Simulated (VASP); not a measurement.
# MgF2 (rutile type): single point with LDA

Crystal: MgF2 (rutile type).

```xyz
6
Lattice="4.4568 0.0000 0.0000 0.0000 4.4568 0.0000 0.0000 0.0000 2.9589" Properties=species:S:1:pos:R:3 pbc="T T T"
Mg    0.0000    0.0000    0.0000
Mg    2.2284    2.2284    1.4794
F     1.3465    1.3465    0.0000
F     3.1103    3.1103    0.0000
F     3.5749    0.8819    1.4794
F     0.8819    3.5749    1.4794
```

```
Program             : VASP 6.6.1
Task                : single point
Functional          : LDA
Potentials or basis : VASP PAW LDA potentials, release 64 (Mg, F)
Cutoff              : 600 eV
k mesh              : 7 × 7 × 10
Occupations         : fermi-dirac, width 0.1 eV
Spin                : no spin polarisation
```

- Pressure: 5.9 GPa
- Largest force: 0.010 eV/Å
- Band gap on the k mesh: 7.50 eV

Forces in eV/Å, atoms in the order of the input:
```
Mg   0.000  0.000  0.000
Mg   0.000  0.000  0.000
F   -0.007 -0.007  0.000
F    0.007  0.007  0.000
F   -0.007  0.007  0.000
F    0.007 -0.007  0.000
```

Stress tensor (GPa, compression positive):
```
5.75 0.00 0.00
0.00 5.75 0.00
0.00 0.00 6.09
```

Levels at points of the mesh, in eV from the valence-band top:
| k point | band 12 | band 13 | band 14 | band 15 | band 16 | band 17 | band 18 | band 19 | band 20 | band 21 |
| --- | --- | --- | --- | --- | --- | --- | --- | --- | --- | --- |
| (0.00, 0.00, 0.00) | -1.40 | -0.77 | -0.34 | -0.34 | 0.00 | 7.50 | 12.52 | 12.52 | 13.77 | 14.81 |
| (0.00, 0.00, 0.50) | -1.60 | -1.44 | -1.44 | -1.01 | -1.01 | 12.34 | 12.34 | 15.23 | 15.23 | 15.59 |

Run time: 25 s on 1 thread of Intel(R) Xeon(R) 6975P-C (Granite Rapids), with other jobs on the host, peak memory 0.21 GiB.

Caveat: the cell stands under pressure. A k mesh can miss the band edges.
